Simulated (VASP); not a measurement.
A run of VASP 6.6.1:

File INCAR:

```
PREC = Accurate ; ENCUT = 520
EDIFF = 1E-6 ; ISMEAR = 0
SIGMA = 0.05 ; LREAL = False
LASPH = True ; NELM = 60
ALGO = Normal ; ISIF = 2
LWAVE = False ; LCHARG = False
GGA = CA ; NBANDS = 12
```

The input KPOINTS:

```
Automatic mesh
0
Gamma
  8 8 8
```

File POSCAR:

```
CsH
1.0
    3.8184085400      0.0000000000      0.0000000000
    0.0000000000      3.8184085400      0.0000000000
    0.0000000000      0.0000000000      3.8184085400
Cs H
1 1
Direct
    0.0000000000      0.0000000000      0.0000000000
    0.5000000000      0.5000000000      0.5818403785
```

Potentials or basis: VASP PAW LDA potentials, release 64 (Cs_sv, H).

Launch:

```console
$ cat potpaw_LDA.64/Cs_sv/POTCAR potpaw_LDA.64/H/POTCAR > POTCAR
$ mpirun -np 1 vasp_std > vasp.out
```

Hardware: 1 thread of AMD EPYC 9R45 (Zen 5), with other jobs on the host.

Task: Estimate the wall time of this run.

Result: Run time: 25 s on 1 thread of AMD EPYC 9R45 (Zen 5), with other jobs on the host, peak memory 0.14 GiB. Counts: scf iterations 12, k points 75.
